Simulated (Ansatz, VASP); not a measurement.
# One calculation of SnO, two programs

INCAR

```
ALGO = Normal
EDIFF = 1E-8
ENCUT = 520
GGA = PS
ISIF = 2
ISMEAR = -1
LASPH = T
LCHARG = F
LEFG = T
LREAL = F
LWAVE = F
NBANDS = 28
NELM = 60
PREC = Accurate
SIGMA = 0.01
```

Contents of KPOINTS:

```
k-points
0
Gamma
  8 8 6
```

File POSCAR:

```
SnO
1.0
    3.7243863853      0.0000000000      0.0000000000
    0.0000000000      3.7243863853      0.0000000000
    0.0000000000      0.0000000000      4.7372784218
Sn O
2 2
Direct
    0.0000000000      0.5000000000      0.2385000000
    0.5000000000      0.0000000000      0.7615000000
    0.0000000000      0.0000000000      0.0000000000
    0.5000000000      0.5000000000      0.0000000000
```

Input for Ansatz:

```yaml
crystal:
  lattice:
    - [3.7243863853, 0.0, 0.0]
    - [0.0, 3.7243863853, 0.0]
    - [0.0, 0.0, 4.7372784218]
  atoms:
    - { symbol: Sn, position: [0.0, 0.5, 0.2385] }
    - { symbol: Sn, position: [0.5, 0.0, 0.7615] }
    - { symbol: O, position: [0.0, 0.0, 0.0] }
    - { symbol: O, position: [0.5, 0.5, 0.0] }
kpoints:
  mp_grid: { grid: [8, 8, 6] }
scf:
  occupations: { method: fermi_dirac, width: 0.01 }
hamiltonian:
  xc: pbesol
  pseudopotentials: { kind: all_electron, datasets: crystal }
output:
  forces: true
  stress: true
  eigenvalues: true
  efg: { contact_densities: true }
```

Change from the starting cell: volume scaled by 0.94, crystal datasets.

Alike in both runs: task electric field gradients; functional PBEsol; k mesh 8 × 8 × 6; occupations fermi-dirac, width 0.01 eV; no spin polarisation.

|  | VASP | Ansatz |
| --- | --- | --- |
| version | VASP 6.6.1 | Ansatz 0.2.0 |
| potentials or method | VASP PAW PBE potentials, release 64 (Sn_d, O), cutoff 520 eV | all-electron PAW with datasets made for the crystal, scalar-relativistic |

Ansatz gave:

| Item | Value |
| --- | --- |
| pressure (GPa) | 6.7 |
| traceless stress, the component that is largest in VASP (GPa) | -1.41 |
| rms of the force components (eV/Å) | 0.406 |
| size of Vzz on the site where it differs most (V/Å²) | 179.3 |

Q: Which values does VASP return?

A: Pressure (GPa): 7.0; traceless stress, the component that is largest in VASP (GPa): -1.41; rms of the force components (eV/Å): 0.449; size of Vzz on the site where it differs most (V/Å²): 170.8.

VASP's potentials were made for PBE, not for PBEsol. Atom by atom the forces differ by 0.043 eV/Å (rms over components). Ansatz ran all-electron here, and VASP with PAW potentials.
